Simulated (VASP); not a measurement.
# TePb (Fm-3m) in VASP: single point with PBE

Aim: the single point of TePb with PBE.

Program: VASP 6.6.1. These are calculated values, not measurements. Logs are shortened: lines on timing, memory, paths and dates and some standing lists are left out, and cuts for length are marked.

### Step 1. The cell of the first run

It takes space group Fm-3m (No. 225, cubic). The conventional cell has a = 6.570 Å, b = 6.570 Å, c = 6.570 Å, α = 90.00°, β = 90.00°, γ = 90.00°. Te (site symmetry m-3m) has 6 Pb at 3.28 Å within 4.3 Å. Pb (site symmetry m-3m) has 6 Te at 3.28 Å within 4.3 Å.

### Step 2. Single point, PBE

INCAR reads:

```
  ALGO = Normal
  EDIFF = 1E-7
  ENCUT = 520
  GGA = PE
  ISIF = 2
  ISMEAR = 0
  LASPH = True
  LCHARG = False
  LREAL = Auto
  LWAVE = False
  NBANDS = 182
  NELM = 60
  PREC = Accurate
  SIGMA = 0.02
```

KPOINTS reads:

```
Automatic mesh
0
Gamma
  2 2 2
  0.5 0.5 0.5
```

POSCAR reads:

```
TePb
1.0
    6.5695570162      6.5695570162     -6.5695570162
   -6.5695570162     -6.5695570162     -6.5695570162
   -6.5695570162      6.5695570162      6.5695570162
Te Pb
16 16
Direct
    0.2500000000      0.5000000000      0.2500000000
    0.5000000000      0.2500000000      0.2500000000
    0.7500000000      0.0000000000      0.2500000000
    0.7500000000      0.5000000000      0.7500000000
    0.0000000000      0.5000000000      0.5000000000
    0.2500000000      0.2500000000      0.5000000000
    0.5000000000      0.0000000000      0.5000000000
    0.7500000000      0.7500000000      0.5000000000
    1.0000000000      0.7500000000      0.2500000000
    0.5000000000      0.5000000000      0.0000000000
    0.7500000000      0.2500000000      0.0000000000
    0.0000000000      0.2500000000      0.7500000000
    0.2500000000      1.0000000000      0.7500000000
    0.5000000000      0.7500000000      0.7500000000
    0.0000000000      0.0000000000      0.0000000000
    0.2500000000      0.7500000000      0.0000000000
    0.2500000000      0.2500000000      0.0000000000
    0.5000000000      0.0000000000      0.0000000000
    0.7500000000      0.7500000000      0.0000000000
    0.7500000000      0.2500000000      0.5000000000
    0.0000000000      0.2500000000      0.2500000000
    0.2500000000      0.0000000000      0.2500000000
    0.5000000000      0.7500000000      0.2500000000
    0.7500000000      0.5000000000      0.2500000000
    0.0000000000      0.5000000000      0.0000000000
    0.5000000000      0.2500000000      0.7500000000
    0.7500000000      0.0000000000      0.7500000000
    0.0000000000      0.0000000000      0.5000000000
    0.2500000000      0.7500000000      0.5000000000
    0.5000000000      0.5000000000      0.5000000000
    0.0000000000      0.7500000000      0.7500000000
    0.2500000000      0.5000000000      0.7500000000
```

Potentials or basis: VASP PAW PBE potentials, release 64 (Te, Pb_d).

On the command line:

```
cat potpaw_PBE.64/Te/POTCAR potpaw_PBE.64/Pb_d/POTCAR > POTCAR
mpirun -np 1 vasp_std > vasp.out
```

OUTCAR:

```text
EDIFF = 1E-7
   ENCUT = 520
   GGA = PE
   ISIF = 2
   ISMEAR = 0
   LASPH = True
   LREAL = Auto
   NELM = 60
   PREC = Accurate

 ion  position               nearest neighbor table
   1  0.250  0.500  0.250-  17 3.28  21 3.28  23 3.28  25 3.28  29 3.28  30 3.28
   2  0.500  0.250  0.250-  17 3.28  18 3.28  20 3.28  22 3.28  24 3.28  30 3.28
   3  0.750  0.000  0.250-  18 3.28  19 3.28  20 3.28  21 3.28  23 3.28  28 3.28
   4  0.750  0.500  0.750-  19 3.28  20 3.28  25 3.28  26 3.28  30 3.28  31 3.28
   5  0.000  0.500  0.500-  20 3.28  21 3.28  24 3.28  29 3.28  31 3.28  32 3.28
   6  0.250  0.250  0.500-  21 3.28  22 3.28  26 3.28  28 3.28  30 3.28  32 3.28
[... 24 lines left out ...]
  31  0.000  0.750  0.750-   4 3.28   5 3.28   8 3.28  13 3.28  15 3.28  16 3.28
  32  0.250  0.500  0.750-   5 3.28   6 3.28  10 3.28  12 3.28  14 3.28  16 3.28

  LATTYP: Found a body centered cubic cell.
 ALAT       =    13.1391140324

  Lattice vectors:

 A1 = (   6.5695570162,   6.5695570162,  -6.5695570162)
 A2 = (  -6.5695570162,  -6.5695570162,  -6.5695570162)
 A3 = (  -6.5695570162,   6.5695570162,   6.5695570162)

Analysis of symmetry for initial positions (statically):
=====================================================================
 Subroutine PRICEL returns following result:

  LATTYP: Found a face centered cubic cell.
 ALAT       =     6.5695570162

  Lattice vectors:

 A1 = (  -3.2847785081,  -3.2847785081,   0.0000000000)
 A2 = (   0.0000000000,  -3.2847785081,   3.2847785081)
 A3 = (  -3.2847785081,   0.0000000000,   3.2847785081)

  16 primitive cells build up your supercell.

 Routine SETGRP: Setting up the symmetry group for a
 body centered cubic supercell.

 Subroutine GETGRP returns: Found 48 space group operations
 (whereof 48 operations were pure point group operations)
 out of a pool of 48 trial point group operations.

The static configuration has the point symmetry O_h .

Analysis of symmetry for dynamics (positions and initial velocities):
=====================================================================
 Subroutine PRICEL returns following result:

  LATTYP: Found a face centered cubic cell.
 ALAT       =     6.5695570162

  Lattice vectors:

 A1 = (  -3.2847785081,  -3.2847785081,   0.0000000000)
 A2 = (   0.0000000000,  -3.2847785081,   3.2847785081)
 A3 = (  -3.2847785081,   0.0000000000,   3.2847785081)

  16 primitive cells build up your supercell.

 Routine SETGRP: Setting up the symmetry group for a
 body centered cubic supercell.

 Subroutine GETGRP returns: Found 48 space group operations
 (whereof 48 operations were pure point group operations)
 out of a pool of 48 trial point group operations.

The dynamic configuration has the point symmetry O_h .

 Subroutine INISYM returns: Found 48 space group operations
 (whereof 48 operations are pure point group operations),
 and found    16 'primitive' translations

----------------------------------------------------------------------------------------

                                     Primitive cell

  volume of cell :      70.8840

  direct lattice vectors                    reciprocal lattice vectors
    -3.284778508 -3.284778508  0.000000000    -0.152217265 -0.152217265 -0.152217265
     0.000000000 -3.284778508  3.284778508     0.152217265 -0.152217265  0.152217265
    -3.284778508  0.000000000  3.284778508    -0.152217265  0.152217265  0.152217265

  length of vectors
     4.645378316  4.645378316  4.645378316     0.263648036  0.263648036  0.263648036

  position of ions in fractional coordinates (direct lattice)
     0.000000000  0.000000000  0.000000000
     0.500000000  0.500000000  0.500000000

  ion indices of the primitive-cell ions
   primitive index   ion index
                 1           1
                 2          17

----------------------------------------------------------------------------------------

 KPOINTS: Automatic mesh

Automatic generation of k-mesh.
 Grid dimensions read from file:
 generate k-points for:    2    2    2

 Generating k-lattice:

  Cartesian coordinates                     Fractional coordinates (reciprocal lattice)
     0.000000000  0.038054316 -0.038054316     0.500000000  0.000000000  0.000000000
    -0.038054316  0.000000000 -0.038054316     0.000000000  0.500000000  0.000000000
    -0.038054316  0.038054316  0.000000000     0.000000000  0.000000000  0.500000000

  Length of vectors
     0.053816930  0.053816930  0.053816930

  Shift w.r.t. Gamma in fractional coordinates (k-lattice)
     0.500000000  0.500000000  0.500000000

 Subroutine IBZKPT returns following result:
 ===========================================

 Found      2 irreducible k-points:

 Following reciprocal coordinates:
            Coordinates               Weight
  0.250000  0.250000  0.250000      2.000000
 -0.250000  0.250000  0.250000      6.000000
   k-points           NKPTS =      2   k-points in BZ     NKDIM =      2   number of bands    NBANDS=    182
   number of dos      NEDOS =    301   number of ions     NIONS =     32
   total plane-waves  NPLWV = 729000
   dimension x,y,z NGX =    90 NGY =   90 NGZ =   90
   dimension x,y,z NGXF=   180 NGYF=  180 NGZF=  180
   ions per type =              16  16
   NGX,Y,Z   is equivalent  to a cutoff of  13.15, 13.15, 13.15 a.u.
   NGXF,Y,Z  is equivalent  to a cutoff of  26.30, 26.30, 26.30 a.u.
 SYSTEM =  unknown system
   PREC   = accura    normal or accurate (medium, high low for compatibility)
   ISTART =      0    job   : 0-new  1-cont  2-samecut
   ICHARG =      2    charge: 1-file 2-atom 10-const
   ISPIN  =      1    spin polarized calculation?
   LNONCOLLINEAR =      F non collinear calculations
   LSORBIT =      F    spin-orbit coupling
   LASPH  =      T    aspherical Exc in radial PAW
   ENCUT  =  520.0 eV  38.22 Ry    6.18 a.u.  21.16 21.16 21.16*2*pi/ulx,y,z
   NELM   =     60;   NELMIN=  2; NELMDL= -5     # of ELM steps
   EDIFF  = 0.1E-06   stopping-criterion for ELM
   LREAL  =      T    real-space projection
   EDIFFG = 0.1E-05   stopping-criterion for IOM
   NSW    =      0    number of steps for IOM
   IBRION =     -1    ionic relax: 0-MD 1-quasi-New 2-CG
   NFREE  =      0    steps in history (QN), initial steepest desc. (CG)
   ISIF   =      2    stress and relaxation
   ISYM   =      2    0-nonsym 1-usesym 2-fastsym
   POTIM  = 0.5000    time-step for ionic-motion
   TEBEG  =    0.0;   TEEND  =   0.0 temperature during run
   PSTRESS=    0.0 pullay stress
   NELECT =     320.0000    total number of electrons
   NUPDOWN=      -1.0000    fix difference up-down
   EMIN   =  10.00;   EMAX   =-10.00  energy-range for DOS
   EFERMI =   0.00;   METHOD = LEGACY
   ISMEAR =     0;   SIGMA  =   0.02  broadening in eV -4-tet -1-fermi 0-gaus
   EFERMI_NEDOS =   21; number of points for ismear=-14 and -15
   IALGO  =     38    algorithm
   IMIX   =      4    mixing-type and parameters
     AMIX     =   0.40;   BMIX     =  1.00
     AMIX_MAG =   1.60;   BMIX_MAG =  1.00
  volume/ion in A,a.u.               =      35.44       239.17
  Fermi-wavevector in a.u.,A,eV,Ry     =   1.073747  2.029088 15.686609  1.152933
  Thomas-Fermi vector in A             =   2.209556
   LORBIT       =      0    0 simple, 1 ext, 2 COOP (PROOUT), +10 PAW based schemes
   GGA     = PE    functional components
   LHFCALC =     F    Hartree Fock is set to
   AEXX    =    0.0000 exact exchange contribution
   IVDW    =     0    specifies the selected vdW correction
   LEPSILON=     F    determine dielectric tensor
   LRPA    =     F    only Hartree local field effects (RPA)
 non-spin polarized calculation
 Gauss-broadening in eV      SIGMA  =   0.02
  energy-cutoff  :      520.00
  volume of cell :     1134.14
 maximum number of plane-waves:     30620
 NGX is ok and might be reduce to    90
   NGX = 43   NGY = 43   NGZ = 43

 number of electron     320.0000045 magnetization

 Free energy of the ion-electron system (eV)
  ---------------------------------------------------
  ext. energy  EPLUGINS =         0.00000000
  ---------------------------------------------------
  free energy    TOTEN  =      -120.31546130 eV

  energy without entropy =     -120.31546130  energy(sigma->0) =     -120.31546130

 E-fermi :   4.7312     XC(G=0):  -9.0812

 val. band max:        4.6280319012   @ k =  -0.2500   0.2500   0.2500
 cond. band min:       6.3148944250   @ k =  -0.2500   0.2500   0.2500
 fundamental gap:      1.6868625238
 Fermi energy:         4.7312298465

 k-point     1 :       0.2500    0.2500    0.2500
  band No.  band energies     occupation
      1     -11.6793      2.00000
      2     -11.6793      2.00000
      3     -11.6793      2.00000
      4     -11.6793      2.00000
      5     -11.6793      2.00000
      6     -11.6793      2.00000
[... 164 lines left out ...]
    171       7.5008      0.00000
    172       7.5008      0.00000

 k-point     2 :      -0.2500    0.2500    0.2500
  band No.  band energies     occupation
      1     -11.6919      2.00000
      2     -11.6919      2.00000
      3     -11.6893      2.00000
      4     -11.6778      2.00000
      5     -11.6778      2.00000
      6     -11.6778      2.00000
[... 164 lines left out ...]
    171       6.6151      0.00000
    172       6.6151      0.00000
 [bands above 172 left out]

------------------------ aborting loop because EDIFF is reached ----------------------------------------

  FORCE on cell =-STRESS in cart. coord.  units (eV):
  Direction    XX          YY          ZZ          XY          YZ          ZX
  --------------------------------------------------------------------------------------
  -------------------------------------------------------------------------------------
  Total       -0.7485043     -0.7485043     -0.7485043      0.0000000      0.0000000      0.0000000
  in kB       -1.0573935     -1.0573935     -1.0573935      0.0000000      0.0000000      0.0000000
  external PRESSURE =      -1.0573935 kB  Pullay stress =       0.0000000 kB

 VOLUME and BASIS-vectors are now :
 -----------------------------------------------------------------------------
  energy-cutoff  :      520.00
  volume of cell :     1134.14
      direct lattice vectors                 reciprocal lattice vectors
     6.569557016  6.569557016 -6.569557016     0.000000000  0.076108632 -0.076108632
    -6.569557016 -6.569557016 -6.569557016    -0.076108632  0.000000000 -0.076108632
    -6.569557016  6.569557016  6.569557016    -0.076108632  0.076108632  0.000000000

 POSITION                                       TOTAL-FORCE (eV/Angst)
 -----------------------------------------------------------------------------------
     -3.28478      0.00000     -3.28478        -0.000000     -0.000000     -0.000000
      0.00000      3.28478     -3.28478        -0.000000     -0.000000     -0.000000
      3.28478      6.56956     -3.28478        -0.000000     -0.000000     -0.000000
     -3.28478      6.56956     -3.28478        -0.000000     -0.000000     -0.000000
     -6.56956      0.00000      0.00000        -0.000000     -0.000000     -0.000000
     -3.28478      3.28478      0.00000        -0.000000     -0.000000     -0.000000
[... 24 lines left out ...]
     -9.85434      0.00000      0.00000         0.000000     -0.000000     -0.000000
     -6.56956      3.28478      0.00000        -0.000000     -0.000000     -0.000000
 -----------------------------------------------------------------------------------
    total drift:                               -0.000000      0.000000      0.000000

  FREE ENERGIE OF THE ION-ELECTRON SYSTEM (eV)
  ---------------------------------------------------
  free  energy   TOTEN  =      -120.3154612987 eV

  energy  without entropy=     -120.3154612987  energy(sigma->0) =     -120.31546130
```

It took 22 min on 1 thread of Intel Xeon Platinum 8259CL at 2.50GHz (Skylake/Cascade Lake), shared host; peak memory 1.4 GiB.

What came out:

```
Free energy            : -120.3155 eV
Pressure               : -0.1 GPa
Band gap on the k mesh : 1.69 eV
```

Levels at points of the mesh, in eV from the valence-band top:
```
           k point  band 158  band 159  band 160  band 161  band 162  band 163
(0.25, 0.25, 0.25)     -0.22     -0.22     -0.22      2.52      2.52      2.52
```

Caveat: spin-orbit coupling is left out, which moves the levels of the heavy elements; a shifted mesh leaves out Γ, where band edges can lie.
